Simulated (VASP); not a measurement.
# CoSn (P6/mmm) in VASP: a series of runs

CoSn is run at these levels: PBE; tasks: single point.

Program: VASP 6.6.1. These are calculated values, not measurements. Logs are shortened: lines on timing, memory, paths and dates and some standing lists are left out, and cuts for length are marked.

### 1 The cell of the first run

It takes space group P6/mmm (No. 191, hexagonal). The conventional cell has a = 4.873 Å, b = 4.873 Å, c = 3.892 Å, α = 90.00°, β = 90.00°, γ = 120.00°. Co (site symmetry mmm) has 6 Sn at 2.40 to 2.44 Å and 4 Co at 2.44 Å within 3.2 Å. Sn (site symmetry -6m2) has 6 Co at 2.40 Å and 3 Sn at 2.81 Å within 3.2 Å. Sn (site symmetry 6/mmm) has 6 Co at 2.44 Å within 3.2 Å.

### 2 Single point, PBE (strain -0.080 along x and y, -0.080 along z)

INCAR reads:

```
  ALGO = Fast
  EDIFF = 1E-6
  ENCUT = 520
  GGA = PE
  ISIF = 2
  ISMEAR = 0
  LASPH = T
  LCHARG = F
  LREAL = F
  LWAVE = F
  NBANDS = 44
  NELM = 60
  PREC = Accurate
  SIGMA = 0.15
```

KPOINTS reads:

```
k-points
0
Gamma
  12 12 12
```

POSCAR reads:

```
CoSn
1.0
    4.8728582061      0.0000000000      0.0000000000
   -2.4364291030      4.2200189955      0.0000000000
    0.0000000000      0.0000000000      3.8918646638
Co Sn
3 3
Direct
    0.0000000000      0.5000000000      0.0000000000
    0.5000000000      0.5000000000      0.0000000000
    0.5000000000      0.0000000000      0.0000000000
    0.6666666667      0.3333333333      0.5000000000
    0.3333333333      0.6666666667      0.5000000000
    0.0000000000      0.0000000000      0.0000000000
```

Potentials or basis: VASP PAW PBE potentials, release 64 (Co, Sn_d).

On the command line:

```console
> cat potpaw_PBE.64/Co/POTCAR potpaw_PBE.64/Sn_d/POTCAR > POTCAR
> mpirun -np 1 vasp_std > vasp.out
```

OUTCAR:

```text
EDIFF = 1E-6
   ENCUT = 520
   GGA = PE
   ISIF = 2
   ISMEAR = 0
   LASPH = T
   LREAL = F
   NELM = 60
   PREC = Accurate

 ion  position               nearest neighbor table
   1  0.000  0.500  0.000-   4 2.40   5 2.40   4 2.40   5 2.40   6 2.44   6 2.44   2 2.44   2 2.44
                             3 2.44   3 2.44
   2  0.500  0.500  0.000-   4 2.40   5 2.40   4 2.40   5 2.40   3 2.44   3 2.44   1 2.44   1 2.44
                             6 2.44   6 2.44
   3  0.500  0.000  0.000-   4 2.40   5 2.40   4 2.40   5 2.40   2 2.44   2 2.44   6 2.44   6 2.44
                             1 2.44   1 2.44
   4  0.667  0.333  0.500-   3 2.40   3 2.40   1 2.40   1 2.40   2 2.40   2 2.40   5 2.81   5 2.81
                             5 2.81   6 3.42   6 3.42   6 3.42   6 3.42   6 3.42   6 3.42
   5  0.333  0.667  0.500-   3 2.40   3 2.40   1 2.40   1 2.40   2 2.40   2 2.40   4 2.81   4 2.81
                             4 2.81   6 3.42   6 3.42   6 3.42   6 3.42   6 3.42   6 3.42
   6  0.000  0.000  0.000-   1 2.44   1 2.44   3 2.44   3 2.44   2 2.44   2 2.44   5 3.42   4 3.42
                             5 3.42   4 3.42   4 3.42   4 3.42   5 3.42   5 3.42   4 3.42   5 3.42

  LATTYP: Found a hexagonal cell.
 ALAT       =     4.8728582061
 C/A-ratio  =     0.7986821080

  Lattice vectors:

 A1 = (   4.8728582061,   0.0000000000,   0.0000000000)
 A2 = (  -2.4364291030,   4.2200189955,   0.0000000000)
 A3 = (   0.0000000000,   0.0000000000,   3.8918646638)

Analysis of symmetry for initial positions (statically):
=====================================================================
 Subroutine PRICEL returns:
 Original cell was already a primitive cell.

 Routine SETGRP: Setting up the symmetry group for a
 hexagonal supercell.

 Subroutine GETGRP returns: Found 24 space group operations
 (whereof 24 operations were pure point group operations)
 out of a pool of 24 trial point group operations.

The static configuration has the point symmetry D_6h.

Analysis of symmetry for dynamics (positions and initial velocities):
=====================================================================
 Subroutine PRICEL returns:
 Original cell was already a primitive cell.

 Routine SETGRP: Setting up the symmetry group for a
 hexagonal supercell.

 Subroutine GETGRP returns: Found 24 space group operations
 (whereof 24 operations were pure point group operations)
 out of a pool of 24 trial point group operations.

The dynamic configuration has the point symmetry D_6h.

 Subroutine INISYM returns: Found 24 space group operations
 (whereof 24 operations are pure point group operations),
 and found     1 'primitive' translations

----------------------------------------------------------------------------------------

                                     Primitive cell

  volume of cell :      80.0306

  direct lattice vectors                    reciprocal lattice vectors
     4.872858206  0.000000000  0.000000000     0.205218366  0.118482879  0.000000000
    -2.436429103  4.220018996  0.000000000     0.000000000  0.236965758  0.000000000
     0.000000000  0.000000000  3.891864664     0.000000000  0.000000000  0.256946242

  length of vectors
     4.872858206  4.872858206  3.891864664     0.236965758  0.236965758  0.256946242

  position of ions in fractional coordinates (direct lattice)
     0.000000000  0.500000000  0.000000000
     0.500000000  0.500000000  0.000000000
     0.500000000  0.000000000  0.000000000
     0.666666667  0.333333333  0.500000000
     0.333333333  0.666666667  0.500000000
     0.000000000  0.000000000  0.000000000

  ion indices of the primitive-cell ions
   primitive index   ion index
                 1           1
                 2           2
                 3           3
                 4           4
                 5           5
                 6           6

----------------------------------------------------------------------------------------

 KPOINTS: k-points

Automatic generation of k-mesh.
 Grid dimensions read from file:
 generate k-points for:   12   12   12

 Generating k-lattice:

  Cartesian coordinates                     Fractional coordinates (reciprocal lattice)
     0.017101531  0.009873573  0.000000000     0.083333333  0.000000000  0.000000000
     0.000000000  0.019747146  0.000000000     0.000000000  0.083333333  0.000000000
     0.000000000  0.000000000  0.021412187     0.000000000  0.000000000  0.083333333

  Length of vectors
     0.019747146  0.019747146  0.021412187

  Shift w.r.t. Gamma in fractional coordinates (k-lattice)
     0.000000000  0.000000000  0.000000000

 Subroutine IBZKPT returns following result:
 ===========================================

 Found    133 irreducible k-points:

 Following reciprocal coordinates:
            Coordinates               Weight
  0.000000  0.000000  0.000000      1.000000
  0.083333  0.000000  0.000000      6.000000
  0.166667  0.000000  0.000000      6.000000
  0.250000  0.000000  0.000000      6.000000
  0.333333  0.000000  0.000000      6.000000
  0.416667  0.000000  0.000000      6.000000
[... 16 lines left out ...]
  0.250000  0.000000  0.083333     12.000000
  0.333333  0.000000  0.083333     12.000000
 [... further k-points ...]
   k-points           NKPTS =    133   k-points in BZ     NKDIM =    133   number of bands    NBANDS=     44
   number of dos      NEDOS =    301   number of ions     NIONS =      6
   total plane-waves  NPLWV =  38880
   dimension x,y,z NGX =    36 NGY =   36 NGZ =   30
   dimension x,y,z NGXF=    72 NGYF=   72 NGZF=   60
   ions per type =               3   3
   NGX,Y,Z   is equivalent  to a cutoff of  12.28, 12.28, 12.81 a.u.
   NGXF,Y,Z  is equivalent  to a cutoff of  24.56, 24.56, 25.63 a.u.
 SYSTEM =  unknown system
   PREC   = accura    normal or accurate (medium, high low for compatibility)
   ISTART =      0    job   : 0-new  1-cont  2-samecut
   ICHARG =      2    charge: 1-file 2-atom 10-const
   ISPIN  =      1    spin polarized calculation?
   LNONCOLLINEAR =      F non collinear calculations
   LSORBIT =      F    spin-orbit coupling
   LASPH  =      T    aspherical Exc in radial PAW
   ENCUT  =  520.0 eV  38.22 Ry    6.18 a.u.   9.06  9.06  7.24*2*pi/ulx,y,z
   NELM   =     60;   NELMIN=  2; NELMDL= -5     # of ELM steps
   EDIFF  = 0.1E-05   stopping-criterion for ELM
   LREAL  =      F    real-space projection
   EDIFFG = 0.1E-04   stopping-criterion for IOM
   NSW    =      0    number of steps for IOM
   IBRION =     -1    ionic relax: 0-MD 1-quasi-New 2-CG
   NFREE  =      0    steps in history (QN), initial steepest desc. (CG)
   ISIF   =      2    stress and relaxation
   ISYM   =      2    0-nonsym 1-usesym 2-fastsym
   POTIM  = 0.5000    time-step for ionic-motion
   TEBEG  =    0.0;   TEEND  =   0.0 temperature during run
   PSTRESS=    0.0 pullay stress
   NELECT =      69.0000    total number of electrons
   NUPDOWN=      -1.0000    fix difference up-down
   EMIN   =  10.00;   EMAX   =-10.00  energy-range for DOS
   EFERMI =   0.00;   METHOD = LEGACY
   ISMEAR =     0;   SIGMA  =   0.15  broadening in eV -4-tet -1-fermi 0-gaus
   EFERMI_NEDOS =   21; number of points for ismear=-14 and -15
   IALGO  =     68    algorithm
   IMIX   =      4    mixing-type and parameters
     AMIX     =   0.40;   BMIX     =  1.00
     AMIX_MAG =   1.60;   BMIX_MAG =  1.00
  volume/ion in A,a.u.               =      13.34        90.01
  Fermi-wavevector in a.u.,A,eV,Ry     =   1.558138  2.944454 33.032139  2.427794
  Thomas-Fermi vector in A             =   2.661686
   LORBIT       =      0    0 simple, 1 ext, 2 COOP (PROOUT), +10 PAW based schemes
   GGA     = PE    functional components
   LHFCALC =     F    Hartree Fock is set to
   AEXX    =    0.0000 exact exchange contribution
   IVDW    =     0    specifies the selected vdW correction
   LEPSILON=     F    determine dielectric tensor
   LRPA    =     F    only Hartree local field effects (RPA)
 non-spin polarized calculation
 RMM-DIIS sequential band-by-band and
 Gauss-broadening in eV      SIGMA  =   0.15
  energy-cutoff  :      520.00
  volume of cell :       80.03
 maximum number of plane-waves:      2184
   NGX = 19   NGY = 19   NGZ = 15

 number of electron      68.9999973 magnetization

 Free energy of the ion-electron system (eV)
  ---------------------------------------------------
  ext. energy  EPLUGINS =         0.00000000
  ---------------------------------------------------
  free energy    TOTEN  =       -30.01132266 eV

  energy without entropy =      -29.98003863  energy(sigma->0) =      -29.99568065

 E-fermi :  13.6452     XC(G=0): -13.0811

 val. band max:       13.6421623813   @ k =   0.2500   0.0000   0.0000
 cond. band min:      13.6454474420   @ k =   0.2500   0.1667   0.3333
 fundamental gap:      0.0032850607
 Fermi energy:        13.6452398237

 k-point     1 :       0.0000    0.0000    0.0000
  band No.  band energies     occupation
      1      -8.0907      2.00000
      2      -8.0670      2.00000
      3      -8.0670      2.00000
      4      -7.9687      2.00000
      5      -7.9596      2.00000
      6      -7.9596      2.00000
[... 36 lines left out ...]
     43      21.2247      0.00000
     44      21.3348      0.00000

 k-point     2 :       0.0833    0.0000    0.0000
  band No.  band energies     occupation
      1      -8.0888      2.00000
      2      -8.0800      2.00000
      3      -8.0749      2.00000
      4      -7.9755      2.00000
      5      -7.9727      2.00000
      6      -7.9723      2.00000
[... 36 lines left out ...]
     43      20.6758      0.00000
     44      21.1999      0.00000

 k-point     3 :       0.1667    0.0000    0.0000
  band No.  band energies     occupation
      1      -8.1097      2.00000
      2      -8.1036      2.00000
      3      -8.0751      2.00000
      4      -7.9974      2.00000
      5      -7.9838      2.00000
      6      -7.9790      2.00000
[... 36 lines left out ...]
     43      19.8399      0.00000
     44      21.1431      0.00000

 k-point     4 :       0.2500    0.0000    0.0000
  band No.  band energies     occupation
      1      -8.1422      2.00000
      2      -8.1336      2.00000
      3      -8.0616      2.00000
      4      -8.0164      2.00000
      5      -7.9846      2.00000
      6      -7.9838      2.00000
[... 882 lines left out ...]
     43      19.7363      0.00000
     44      21.2956      0.00000

 k-point    23 :       0.2500    0.0000    0.0833
  band No.  band energies     occupation
      1      -8.1431      2.00000
      2      -8.1341      2.00000
      3      -8.0574      2.00000
      4      -8.0170      2.00000
      5      -7.9890      2.00000
      6      -7.9792      2.00000
[... 36 lines left out ...]
     43      19.3996      0.00000
     44      21.5804      0.00000

 k-point    24 :       0.3333    0.0000    0.0833
  band No.  band energies     occupation
      1      -8.1703      2.00000
      2      -8.1613      2.00000
      3      -8.0419      2.00000
      4      -8.0303      2.00000
      5      -7.9890      2.00000
      6      -7.9727      2.00000
[... 36 lines left out ...]
     43      19.1479      0.00000
     44      21.3773      0.00000

 [... further k-points ...]

------------------------ aborting loop because EDIFF is reached ----------------------------------------

  FORCE on cell =-STRESS in cart. coord.  units (eV):
  Direction    XX          YY          ZZ          XY          YZ          ZX
  --------------------------------------------------------------------------------------
  -------------------------------------------------------------------------------------
  Total       29.0103015     29.0103015     29.0362552      0.0000000      0.0000000      0.0000000
  in kB      580.7736651    580.7736651    581.2932468      0.0000000      0.0000000      0.0000000
  external PRESSURE =     580.9468590 kB  Pullay stress =       0.0000000 kB

 VOLUME and BASIS-vectors are now :
 -----------------------------------------------------------------------------
  energy-cutoff  :      520.00
  volume of cell :       80.03
      direct lattice vectors                 reciprocal lattice vectors
     4.872858206  0.000000000  0.000000000     0.205218366  0.118482879  0.000000000
    -2.436429103  4.220018996  0.000000000     0.000000000  0.236965758  0.000000000
     0.000000000  0.000000000  3.891864664     0.000000000  0.000000000  0.256946242

 POSITION                                       TOTAL-FORCE (eV/Angst)
 -----------------------------------------------------------------------------------
     -1.21821      2.11001      0.00000         0.000000      0.000000     -0.000000
      1.21821      2.11001      0.00000         0.000000      0.000000     -0.000000
      2.43643      0.00000      0.00000         0.000000      0.000000     -0.000000
      2.43643      1.40667      1.94593         0.000000      0.000000      0.000000
     -0.00000      2.81335      1.94593        -0.000000      0.000000     -0.000000
      0.00000      0.00000      0.00000         0.000000      0.000000     -0.000000
 -----------------------------------------------------------------------------------
    total drift:                                0.000000      0.000000     -0.000000

  FREE ENERGIE OF THE ION-ELECTRON SYSTEM (eV)
  ---------------------------------------------------
  free  energy   TOTEN  =       -30.0113226647 eV

  energy  without entropy=      -29.9800386328  energy(sigma->0) =      -29.99568065
```

It took 4.9 min on 1 thread of Intel Xeon Platinum 8488C (Sapphire Rapids), shared host; peak memory 0.46 GiB.

What came out:

- Free energy: -30.0113 eV
- Pressure: 58.1 GPa

Levels at points of the mesh, in eV from the Fermi level:
| k point | band 31 | band 32 | band 33 | band 34 | band 35 | band 36 | band 37 | band 38 |
| --- | --- | --- | --- | --- | --- | --- | --- | --- |
| (0.00, 0.00, 0.00) | -0.61 | -0.61 | -0.56 | -0.56 | 0.73 | 1.24 | 1.89 | 1.89 |
| (0.50, 0.00, 0.00) | -0.86 | -0.63 | -0.59 | 0.95 | 1.31 | 2.24 | 2.54 | 3.97 |
| (0.00, 0.00, 0.50) | -1.23 | -0.78 | -0.70 | -0.70 | -0.54 | -0.54 | -0.37 | 0.73 |
| (0.50, 0.00, 0.50) | -1.26 | -0.92 | -0.73 | -0.63 | -0.60 | -0.05 | 0.44 | 1.74 |

Caveat: the cell differs from its parent crystal (strain -0.080 along x and y, -0.080 along z); spin-orbit coupling is left out, which moves the levels of the heavy elements. Spin polarisation is off, so any magnetic state and its effect on volume and gap are missing.

### 3 Single point, PBE (strain -0.080 along x and y, -0.040 along z)

INCAR reads:

```
SYSTEM = CoSn
  PREC = Accurate
  ENCUT = 520
  EDIFF = 1E-6
  ISMEAR = 0
  SIGMA = 0.15
  LREAL = .False.
  LASPH = .True.
  NELM = 80
  ALGO = Fast
  ISIF = 2
  LWAVE = .False.
  LCHARG = .True.
  GGA = PE
  LELF = .True.
  LVHAR = .True.
  NBANDS = 44
```

KPOINTS reads:

```
regular mesh
0
Gamma
  12 12 12
  0 0 0
```

POSCAR: that of step 2 with these lines changed.

```diff
@@ -4,3 +4,3 @@
    -2.4364291030      4.2200189955      0.0000000000
-    0.0000000000      0.0000000000      3.8918646638
+    0.0000000000      0.0000000000      4.0610761709
 Co Sn
```

Potentials or basis: VASP PAW PBE potentials, release 64 (Co, Sn_d).

On the command line:

```console
> cat potpaw_PBE.64/Co/POTCAR potpaw_PBE.64/Sn_d/POTCAR > POTCAR
> mpirun -np 1 vasp_std > vasp.out
```

Wall time 5.1 min (1 thread of Intel Xeon Platinum 8488C (Sapphire Rapids), shared host); peak memory 0.47 GiB.

Results (log left out):

```yaml
Free_energy: -31.0012 eV
Pressure: 44.1 GPa
```

Stress tensor (GPa, compression positive):
```
49.12  0.00  0.00
 0.00 49.12  0.00
 0.00  0.00 34.00
```

Levels at points of the mesh, in eV from the Fermi level:
```csv
k point,band 32,band 33,band 34,band 35,band 36,band 37
"(0.00, 0.00, 0.00)",-0.51,-0.39,-0.39,0.83,1.23,1.81
"(0.50, 0.00, 0.00)",-0.50,-0.43,1.01,1.04,1.96,2.15
"(0.00, 0.00, 0.50)",-0.63,-0.49,-0.49,-0.44,-0.44,-0.13
"(0.50, 0.00, 0.50)",-0.90,-0.61,-0.54,-0.48,0.01,0.52
```

Caveat: the cell differs from its parent crystal (strain -0.080 along x and y, -0.040 along z); spin-orbit coupling is left out, which moves the levels of the heavy elements. Spin polarisation is off, so any magnetic state and its effect on volume and gap are missing.

### 4 Single point, PBE (strain -0.080 along x and y, +0.000 along z)

INCAR reads:

```
SYSTEM = CoSn
ALGO     = Fast           ! electronic algorithm
EDIFF    = 1E-6           ! SCF threshold, eV
ENCUT    = 520            ! plane-wave cutoff, eV
GGA      = PE             ! functional
ISIF     = 2              ! what is computed and relaxed
ISMEAR   = 0              ! smearing method
LASPH    = .True.         ! aspherical terms in the spheres
LCHARG   = .False.        ! write CHGCAR
LREAL    = .False.        ! projectors in reciprocal space
LWAVE    = .False.        ! write WAVECAR
NBANDS   = 44             ! bands
NELM     = 80             ! most SCF steps
PREC     = Accurate       ! precision mode
SIGMA    = 0.15           ! smearing width, eV
```

KPOINTS reads:

```
k-points
0
Gamma
  12 12 12
  0 0 0
```

POSCAR: that of step 3 with these lines changed.

```diff
@@ -4,3 +4,3 @@
    -2.4364291030      4.2200189955      0.0000000000
-    0.0000000000      0.0000000000      4.0610761709
+    0.0000000000      0.0000000000      4.2302876780
 Co Sn
```

On the command line:

```console
> cat potpaw_PBE.64/Co/POTCAR potpaw_PBE.64/Sn_d/POTCAR > POTCAR
> mpirun -np 1 vasp_std > vasp.out
```

Wall time 5.3 min (1 thread of Intel Xeon Platinum 8488C (Sapphire Rapids), shared host); peak memory 0.49 GiB.

Results (log left out):

| Item | Value |
| --- | --- |
| Free energy | -31.5335 eV |
| Pressure | 33.3 GPa |

Stress tensor (GPa, compression positive):
```
42.05  0.00  0.00
 0.00 42.05  0.00
 0.00  0.00 15.81
```

Levels at points of the mesh, in eV from the Fermi level:
```
           k point  band 31  band 32  band 33  band 34  band 35  band 36  band 37  band 38
(0.00, 0.00, 0.00)    -0.45    -0.45    -0.26    -0.26     0.88     1.10     1.69     1.69
(0.50, 0.00, 0.00)    -0.71    -0.42    -0.30     0.83     1.01     1.73     1.75     2.54
(0.00, 0.00, 0.50)    -1.10    -0.53    -0.38    -0.38    -0.33    -0.33     0.07     0.88
(0.50, 0.00, 0.50)    -1.13    -0.90    -0.61    -0.41    -0.39     0.04     0.55     1.83
```

Caveat: the cell differs from its parent crystal (strain -0.080 along x and y, +0.000 along z); spin-orbit coupling is left out, which moves the levels of the heavy elements. Spin polarisation is off, so any magnetic state and its effect on volume and gap are missing.

### 5 The runs side by side

| cell | gap on the mesh (eV) | pressure (GPa) |
| --- | --- | --- |
| a = 4.873, b = 4.873, c = 3.892 Å, angles 90.0, 90.0, 120.0°, 6 atoms | none | 58.1 |
| a = 4.873, b = 4.873, c = 4.061 Å, angles 90.0, 90.0, 120.0°, 6 atoms | none | 44.1 |
| a = 4.873, b = 4.873, c = 4.230 Å, angles 90.0, 90.0, 120.0°, 6 atoms | none | 33.3 |

Alike in all rows: task single point; level PBE; potentials or basis VASP PAW PBE potentials, release 64 (Co, Sn_d); no spin polarisation; k mesh 12 × 12 × 12; cutoff (eV) 520; smearing gaussian 0.15 eV.

Caveats: spin-orbit coupling is left out, which moves the levels of the heavy elements.

Absolute energies hang on the potentials; compare differences alone.
